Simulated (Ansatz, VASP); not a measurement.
# One calculation of Si, two programs

```
Si
1.0
     0.00000    2.71548    2.71548
     2.71548    0.00000    2.71548
     2.71548    2.71548    0.00000
Si
2
Cartesian
  2.7155 2.7155 2.7155
  4.0732 4.0732 4.0732
```

Alike in both runs: task single point; functional PBE; k mesh 10 × 10 × 10; occupations fermi-dirac, width 0.003 eV; no spin polarisation.

```csv
,VASP,Ansatz
version,VASP 6.6.1,Ansatz 0.2.0
potentials or method,"VASP PAW PBE potentials, release 64 (Si), cutoff 500 eV","PAW, plane waves, scalar-relativistic"
valence electrons in the cell,8,8
```

|  | VASP | Ansatz | Ansatz less VASP |
| --- | --- | --- | --- |
| pressure (GPa) | 1.9 | 2.0 | +0.08 |

With one functional, cell and mesh, what is left measures potentials, basis and numerics.
